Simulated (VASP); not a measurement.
A run of VASP 6.6.1:

INCAR

```
ALGO     = Normal         # electronic algorithm
EDIFF    = 1E-7           # SCF threshold, eV
ENCUT    = 520            # plane-wave cutoff, eV
GGA      = PE             # functional
ISIF     = 2              # what is computed and relaxed
ISMEAR   = -5             # smearing method
LASPH    = True           # aspherical terms in the spheres
LCHARG   = False          # write CHGCAR
LREAL    = False          # projectors in reciprocal space
LWAVE    = False          # write WAVECAR
NBANDS   = 28             # bands
NELM     = 60             # most SCF steps
PREC     = Accurate       # precision mode
SIGMA    = 0.1            # smearing width, eV
```

Contents of KPOINTS:

```
k-points
0
Gamma
  8 8 6
```

POSCAR

```
PbSe
1.0
    4.3070637475      0.0000000000      0.0000000000
   -2.1535318737      3.7300266210      0.0000000000
    0.0000000000      0.0000000000      7.5880828838
Pb Se
2 2
Direct
    0.0000000000      0.0000000000      0.0000000000
    0.0000000000      0.0000000000      0.5000000000
    0.3333333333      0.6666666667      0.2500000000
    0.6666666667      0.3333333333      0.7500000000
```

Potentials or basis: VASP PAW PBE potentials, release 64 (Pb_d, Se).

Launch:

```sh
$ cat potpaw_PBE.64/Pb_d/POTCAR potpaw_PBE.64/Se/POTCAR > POTCAR
$ mpirun -np 1 vasp_std > vasp.out
```

Hardware: 1 thread of AMD EPYC 7R13 Processor (Zen 3), on a shared host.

Question: Estimate the wall time of this run.

Answer: Run time: 81 s on 1 thread of AMD EPYC 7R13 Processor (Zen 3) (shared host), peak memory 0.26 GiB. Counts: scf iterations 14, k points 40.
